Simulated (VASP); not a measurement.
# Sr (Fm-3m) in VASP: single point with PBE

Aim: the single point of Sr with PBE.

Program: VASP 6.6.1. These are calculated values, not measurements. Logs are shortened: lines on timing, memory, paths and dates and some standing lists are left out, and cuts for length are marked.

### 1 The cell of the first run

It takes space group Fm-3m (No. 225, cubic). The conventional cell has a = 6.038 Å, b = 6.038 Å, c = 6.038 Å, α = 90.00°, β = 90.00°, γ = 90.00°. Sr (site symmetry m-3m) has 12 Sr at 4.27 Å within 5.6 Å.

### 2 Single point, PBE (55.04 Å³/atom)

Contents of POSCAR:

```
Sr
1.0
    0.0000000000      3.0191369257      3.0191369257
    3.0191369257      0.0000000000      3.0191369257
    3.0191369257      3.0191369257      0.0000000000
Sr
1
Direct
    0.0000000000      0.0000000000      0.0000000000
```

Contents of INCAR.step1:

```
SYSTEM = Sr
  PREC = Accurate
  ENCUT = 520
  EDIFF = 1E-7
  ISMEAR = -1
  SIGMA = 0.08
  LREAL = .False.
  LASPH = .True.
  NELM = 60
  ALGO = Normal
  ISIF = 2
  LWAVE = .False.
  LCHARG = .True.
  GGA = PE
  NBANDS = 11
```

Contents of KPOINTS.step1:

```
Automatic mesh
0
Gamma
  12 12 12
  0 0 0
```

Contents of INCAR.step2:

```
SYSTEM = Sr
  PREC = Accurate
  ENCUT = 520
  EDIFF = 1E-7
  ISMEAR = -5
  SIGMA = 0.08
  LREAL = .False.
  LASPH = .True.
  NELM = 60
  ALGO = Normal
  ISIF = 2
  LWAVE = .False.
  LCHARG = .False.
  GGA = PE
  LORBIT = 10
  NBANDS = 11
  NEDOS = 1001
  ICHARG = 11
```

Contents of KPOINTS.step2:

```
Automatic mesh
0
Gamma
  18 18 18
  0 0 0
```

Potentials or basis: VASP PAW PBE potentials, release 64 (Sr_sv).

Command:

```sh
$ cat potpaw_PBE.64/Sr_sv/POTCAR > POTCAR
$ cp INCAR.step1 INCAR
$ cp KPOINTS.step1 KPOINTS
$ mpirun -np 1 vasp_std > vasp.out
$ cp INCAR.step2 INCAR
$ cp KPOINTS.step2 KPOINTS
$ mpirun -np 1 vasp_std > vasp.out
```

OUTCAR:

```text
SYSTEM = Sr
   PREC = Accurate
   ENCUT = 520
   EDIFF = 1E-7
   ISMEAR = -5
   LREAL = .False.
   LASPH = .True.
   NELM = 60
   ISIF = 2
   GGA = PE
   LORBIT = 10
   ICHARG = 11

 ion  position               nearest neighbor table
   1  0.000  0.000  0.000-

  LATTYP: Found a face centered cubic cell.
 ALAT       =     6.0382738514

  Lattice vectors:

 A1 = (   0.0000000000,   3.0191369257,   3.0191369257)
 A2 = (   3.0191369257,   0.0000000000,   3.0191369257)
 A3 = (   3.0191369257,   3.0191369257,   0.0000000000)

Analysis of symmetry for initial positions (statically):
=====================================================================
 Subroutine PRICEL returns:
 Original cell was already a primitive cell.

 Routine SETGRP: Setting up the symmetry group for a
 face centered cubic supercell.

 Subroutine GETGRP returns: Found 48 space group operations
 (whereof 48 operations were pure point group operations)
 out of a pool of 48 trial point group operations.

The static configuration has the point symmetry O_h .

Analysis of symmetry for dynamics (positions and initial velocities):
=====================================================================
 Subroutine PRICEL returns:
 Original cell was already a primitive cell.

 Routine SETGRP: Setting up the symmetry group for a
 face centered cubic supercell.

 Subroutine GETGRP returns: Found 48 space group operations
 (whereof 48 operations were pure point group operations)
 out of a pool of 48 trial point group operations.

The dynamic configuration has the point symmetry O_h .

 Subroutine INISYM returns: Found 48 space group operations
 (whereof 48 operations are pure point group operations),
 and found     1 'primitive' translations

----------------------------------------------------------------------------------------

                                     Primitive cell

  volume of cell :      55.0400

  direct lattice vectors                    reciprocal lattice vectors
     0.000000000  3.019136926  3.019136926    -0.165610243  0.165610243  0.165610243
     3.019136926  0.000000000  3.019136926     0.165610243 -0.165610243  0.165610243
     3.019136926  3.019136926  0.000000000     0.165610243  0.165610243 -0.165610243

  length of vectors
     4.269704387  4.269704387  4.269704387     0.286845355  0.286845355  0.286845355

  position of ions in fractional coordinates (direct lattice)
     0.000000000  0.000000000  0.000000000

  ion indices of the primitive-cell ions
   primitive index   ion index
                 1           1

----------------------------------------------------------------------------------------

 KPOINTS: Automatic mesh

Automatic generation of k-mesh.
 Grid dimensions read from file:
 generate k-points for:   18   18   18

 Generating k-lattice:

  Cartesian coordinates                     Fractional coordinates (reciprocal lattice)
    -0.009200569  0.009200569  0.009200569     0.055555556  0.000000000  0.000000000
     0.009200569 -0.009200569  0.009200569     0.000000000  0.055555556  0.000000000
     0.009200569  0.009200569 -0.009200569     0.000000000  0.000000000  0.055555556

  Length of vectors
     0.015935853  0.015935853  0.015935853

  Shift w.r.t. Gamma in fractional coordinates (k-lattice)
     0.000000000  0.000000000  0.000000000

 TETIRR: Found    806 inequivalent tetrahedra from    34992

 Subroutine IBZKPT returns following result:
 ===========================================

 Found    195 irreducible k-points:

 Following reciprocal coordinates:
            Coordinates               Weight
  0.000000  0.000000  0.000000      1.000000
  0.055556  0.000000  0.000000      8.000000
  0.111111  0.000000  0.000000      8.000000
  0.166667  0.000000  0.000000      8.000000
  0.222222  0.000000  0.000000      8.000000
  0.277778  0.000000  0.000000      8.000000
[... 16 lines left out ...]
 -0.277778  0.055556  0.000000     24.000000
 -0.222222  0.055556  0.000000     24.000000
 [... further k-points ...]
   k-points           NKPTS =    195   k-points in BZ     NKDIM =    195   number of bands    NBANDS=     11
   number of dos      NEDOS =   1001   number of ions     NIONS =      1
   total plane-waves  NPLWV =  32768
   dimension x,y,z NGX =    32 NGY =   32 NGZ =   32
   dimension x,y,z NGXF=    64 NGYF=   64 NGZF=   64
   ions per type =               1
   NGX,Y,Z   is equivalent  to a cutoff of  12.46, 12.46, 12.46 a.u.
   NGXF,Y,Z  is equivalent  to a cutoff of  24.92, 24.92, 24.92 a.u.
 SYSTEM =  Sr
   PREC   = accura    normal or accurate (medium, high low for compatibility)
   ISTART =      0    job   : 0-new  1-cont  2-samecut
   ICHARG =     11    charge: 1-file 2-atom 10-const
   ISPIN  =      1    spin polarized calculation?
   LNONCOLLINEAR =      F non collinear calculations
   LSORBIT =      F    spin-orbit coupling
   LASPH  =      T    aspherical Exc in radial PAW
   ENCUT  =  520.0 eV  38.22 Ry    6.18 a.u.   7.94  7.94  7.94*2*pi/ulx,y,z
   NELM   =     60;   NELMIN=  2; NELMDL=  0     # of ELM steps
   EDIFF  = 0.1E-06   stopping-criterion for ELM
   LREAL  =      F    real-space projection
   EDIFFG = 0.1E-05   stopping-criterion for IOM
   NSW    =      0    number of steps for IOM
   IBRION =     -1    ionic relax: 0-MD 1-quasi-New 2-CG
   NFREE  =      0    steps in history (QN), initial steepest desc. (CG)
   ISIF   =      2    stress and relaxation
   ISYM   =      2    0-nonsym 1-usesym 2-fastsym
   POTIM  = 0.5000    time-step for ionic-motion
   TEBEG  =    0.0;   TEEND  =   0.0 temperature during run
   PSTRESS=    0.0 pullay stress
   NELECT =      10.0000    total number of electrons
   NUPDOWN=      -1.0000    fix difference up-down
   EMIN   =  10.00;   EMAX   =-10.00  energy-range for DOS
   EFERMI =   0.00;   METHOD = LEGACY
   ISMEAR =    -5;   SIGMA  =   0.08  broadening in eV -4-tet -1-fermi 0-gaus
   EFERMI_NEDOS =   21; number of points for ismear=-14 and -15
   IALGO  =     38    algorithm
   IMIX   =      4    mixing-type and parameters
     AMIX     =   0.40;   BMIX     =  1.00
     AMIX_MAG =   1.60;   BMIX_MAG =  1.00
  volume/ion in A,a.u.               =      55.04       371.43
  Fermi-wavevector in a.u.,A,eV,Ry     =   0.927218  1.752189 11.697390  0.859734
  Thomas-Fermi vector in A             =   2.053265
   LORBIT       =     10    0 simple, 1 ext, 2 COOP (PROOUT), +10 PAW based schemes
   GGA     = PE    functional components
   LHFCALC =     F    Hartree Fock is set to
   AEXX    =    0.0000 exact exchange contribution
   IVDW    =     0    specifies the selected vdW correction
   LEPSILON=     F    determine dielectric tensor
   LRPA    =     F    only Hartree local field effects (RPA)
 non-spin polarized calculation
 Fermi weights with tetrahedron method with Bloechl corrections
  energy-cutoff  :      520.00
  volume of cell :       55.04
 maximum number of plane-waves:      1524

 number of electron      10.0000000 magnetization

 Free energy of the ion-electron system (eV)
  ---------------------------------------------------
  ext. energy  EPLUGINS =         0.00000000
  ---------------------------------------------------
  free energy    TOTEN  =        -1.63712055 eV

  energy without entropy =       -1.63712055  energy(sigma->0) =       -1.63712055

 E-fermi :   1.6180     XC(G=0):  -7.3477

 val. band max:        1.6368733173   @ k =  -0.2778   0.4444   0.2222
 cond. band min:       1.5898501963   @ k =  -0.3889   0.2778   0.0556
 fundamental gap:     -0.0470231209
 Fermi energy:         1.6179532080

 k-point     1 :       0.0000    0.0000    0.0000
  band No.  band energies     occupation
      1     -35.0397      2.00000
      2     -16.9278      2.00000
      3     -16.9278      2.00000
      4     -16.9278      2.00000
      5      -2.0633      2.00000
      6       3.9235      0.00000
      7       3.9235      0.00000
      8       3.9235      0.00000
      9       5.3885      0.00000
     10       5.3885      0.00000
     11       8.6818      0.00000

 k-point     2 :       0.0556    0.0000    0.0000
  band No.  band energies     occupation
      1     -35.0393      2.00000
      2     -16.9338      2.00000
      3     -16.9286      2.00000
      4     -16.9286      2.00000
      5      -2.0134      2.00000
      6       3.8428      0.00000
      7       3.9480      0.00000
      8       3.9480      0.00000
      9       5.3545      0.00000
     10       5.3545      0.00000
     11       8.8158      0.00000

 k-point     3 :       0.1111    0.0000    0.0000
  band No.  band energies     occupation
      1     -35.0381      2.00000
      2     -16.9511      2.00000
      3     -16.9309      2.00000
      4     -16.9309      2.00000
      5      -1.8658      2.00000
      6       3.6278      0.00000
      7       4.0116      0.00000
      8       4.0116      0.00000
      9       5.2758      0.00000
     10       5.2758      0.00000
     11       9.1581      0.00000

 k-point     4 :       0.1667    0.0000    0.0000
  band No.  band energies     occupation
      1     -35.0363      2.00000
      2     -16.9775      2.00000
      3     -16.9345      2.00000
      4     -16.9345      2.00000
      5      -1.6269      2.00000
      6       3.3338      0.00000
      7       4.0793      0.00000
      8       4.0793      0.00000
      9       5.2167      0.00000
     10       5.2167      0.00000
     11       9.1129      0.00000

 k-point     5 :       0.2222    0.0000    0.0000
  band No.  band energies     occupation
      1     -35.0340      2.00000
      2     -17.0096      2.00000
      3     -16.9388      2.00000
      4     -16.9388      2.00000
      5      -1.3075      2.00000
      6       3.0078      0.00000
      7       4.0956      0.00000
      8       4.0956      0.00000
      9       5.2608      0.00000
     10       5.2608      0.00000
     11       8.6045      0.00000
[... 211 lines left out ...]
 k-point    21 :      -0.3889    0.0556    0.0000
  band No.  band energies     occupation
      1     -35.0268      2.00000
      2     -17.1053      2.00000
      3     -16.9580      2.00000
      4     -16.9517      2.00000
      5       0.1046      2.00000
      6       1.9487      0.00000
      7       3.7378      0.00000
      8       3.8604      0.00000
      9       5.9955      0.00000
     10       6.3316      0.00000
     11       7.3679      0.00000

 k-point    22 :      -0.3333    0.0556    0.0000
  band No.  band energies     occupation
      1     -35.0284      2.00000
      2     -17.0831      2.00000
      3     -16.9555      2.00000
      4     -16.9478      2.00000
      5      -0.3150      2.00000
      6       2.2509      0.00000
      7       3.8156      0.00000
      8       3.9483      0.00000
      9       5.6423      0.00000
     10       6.0652      0.00000
     11       7.6902      0.00000

 k-point    23 :      -0.2778    0.0556    0.0000
  band No.  band energies     occupation
      1     -35.0306      2.00000
      2     -17.0541      2.00000
      3     -16.9516      2.00000
      4     -16.9431      2.00000
      5      -0.7455      2.00000
      6       2.5659      0.00000
      7       3.9125      0.00000
      8       4.0583      0.00000
      9       5.3115      0.00000
     10       5.7720      0.00000
     11       8.0841      0.00000

 k-point    24 :      -0.2222    0.0556    0.0000
  band No.  band energies     occupation
      1     -35.0329      2.00000
      2     -17.0216      2.00000
      3     -16.9468      2.00000
      4     -16.9384      2.00000
      5      -1.1449      2.00000
      6       2.8855      0.00000
      7       3.9993      0.00000
      8       4.1495      0.00000
      9       5.0741      0.00000
     10       5.5321      0.00000
     11       8.5351      0.00000

 [... further k-points ...]

------------------------ aborting loop because EDIFF is reached ----------------------------------------

  FORCE on cell =-STRESS in cart. coord.  units (eV):
  Direction    XX          YY          ZZ          XY          YZ          ZX
  --------------------------------------------------------------------------------------
  -------------------------------------------------------------------------------------
  Total       -0.0400997     -0.0400997     -0.0400997      0.0000000      0.0000000     -0.0000000
  in kB       -1.1672766     -1.1672766     -1.1672766      0.0000000      0.0000000     -0.0000000
  external PRESSURE =      -1.1672766 kB  Pullay stress =       0.0000000 kB

 VOLUME and BASIS-vectors are now :
 -----------------------------------------------------------------------------
  energy-cutoff  :      520.00
  volume of cell :       55.04
      direct lattice vectors                 reciprocal lattice vectors
     0.000000000  3.019136926  3.019136926    -0.165610243  0.165610243  0.165610243
     3.019136926  0.000000000  3.019136926     0.165610243 -0.165610243  0.165610243
     3.019136926  3.019136926  0.000000000     0.165610243  0.165610243 -0.165610243

 POSITION                                       TOTAL-FORCE (eV/Angst)
 -----------------------------------------------------------------------------------
      0.00000      0.00000      0.00000        -0.000000      0.000000     -0.000000
 -----------------------------------------------------------------------------------
    total drift:                               -0.000000     -0.000000     -0.000000

  FREE ENERGIE OF THE ION-ELECTRON SYSTEM (eV)
  ---------------------------------------------------
  free  energy   TOTEN  =        -1.6371205500 eV

  energy  without entropy=       -1.6371205500  energy(sigma->0) =       -1.63712055

 total charge

# of ion       s       p       d       tot
------------------------------------------
    1        2.064   5.712   0.135   7.911
```

It took 1.8 min on 1 thread of Intel Xeon 8259CL, shared host; peak memory 0.25 GiB.

Results:

- Valence electrons inside the program's atomic spheres: Sr 7.91

Levels at points of the mesh, in eV from the Fermi level:
```
           k point  band 1  band 2  band 3  band 4  band 5  band 6  band 7  band 8  band 9  band 10
(0.00, 0.00, 0.00)  -36.66  -18.55  -18.55  -18.55   -3.68    2.31    2.31    2.31    3.77     3.77
(0.50, 0.00, 0.00)  -36.64  -18.74  -18.57  -18.57   -1.16    0.03    2.15    2.15    4.81     4.81
(0.50, 0.50, 0.00)  -36.64  -18.73  -18.62  -18.62   -0.68    0.31    1.02    4.82    5.11     5.11
```

Caveat: tetrahedron occupations give inexact forces and stress in metals.
